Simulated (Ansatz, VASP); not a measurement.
Two plane-wave programs on MgS

Contents of INCAR:

```
SYSTEM = MgS
PREC = Accurate
ENCUT = 520
EDIFF = 1E-6
ISMEAR = -1
SIGMA = 0.02
LREAL = .FALSE.
LASPH = .TRUE.
NELM = 100
ALGO = Normal
ISIF = 2
LWAVE = .FALSE.
LCHARG = .FALSE.
GGA = PE
NBANDS = 11
```

Contents of KPOINTS:

```
regular mesh
0
G
  8 8 8
  0 0 0
```

Contents of POSCAR:

```
MgS
1.0
    0.0000000000      2.6015177400      2.6015177400
    2.4558327466      0.0000000000      2.6015177400
    2.4558327466      2.6015177400      0.0000000000
Mg S
1 1
Direct
    0.0000000000      0.0000000000      0.0000000000
    0.5000000000      0.5000000000      0.5000000000
```

Input for Ansatz:

```yaml
crystal:
  lattice:
    - [0.0, 2.60151774, 2.60151774]
    - [2.4558327466, 0.0, 2.60151774]
    - [2.4558327466, 2.60151774, 0.0]
  atoms:
    - { symbol: Mg, position: [0.0, 0.0, 0.0] }
    - { symbol: S, position: [0.5, 0.5, 0.5] }
kpoints:
  mp_grid: { grid: [8, 8, 8] }
  band_path:
    path:
      - [0.0, 0.0, 0.0]
      - [0.5, 0.0, 0.5]
      - [0.625, 0.25, 0.625]
      - [0.375, 0.375, 0.75]
      - [0.5, 0.5, 0.5]
      - [0.5, 0.25, 0.75]
      - [0.0, 0.5, 0.5]
    npoints: 1
hamiltonian:
  xc: pbe
scf:
  occupations: { method: fermi_dirac, width: 0.02 }
  n_extra_bands: 4
output:
  forces: true
  stress: true
  eigenvalues: true
  write_density: true
  write_potential: true
  elf: true
  volumetric_format: npy
```

Change from the starting cell: uniaxial_x strain -5.6%.

Alike in both runs: task single point; functional PBE; k mesh 8 × 8 × 8; occupations fermi-dirac, width 0.02 eV; no spin polarisation.

|  | VASP | Ansatz |
| --- | --- | --- |
| version | VASP 6.6.1 | Ansatz 0.2.0 |
| potentials or method | VASP PAW PBE potentials, release 64 (Mg, S) | plane waves, PAW |
| plane-wave cutoff (eV) | 520 | 420 |
| valence electrons in the cell | 8 | 16 |

Ansatz gave:

* gap on the k mesh at the Fermi level (eV): 2.65
* pressure (GPa): 6.9
* traceless stress, the component that is largest in VASP (GPa): 5.99

Q: Which values does VASP return?

A: gap on the k mesh at the Fermi level (eV): 2.64; pressure (GPa): 6.6; traceless stress, the component that is largest in VASP (GPa): 5.98.

VASP's potentials hold 8 valence electrons a cell and Ansatz's 16, so a difference there can come from the potentials and not from the codes.
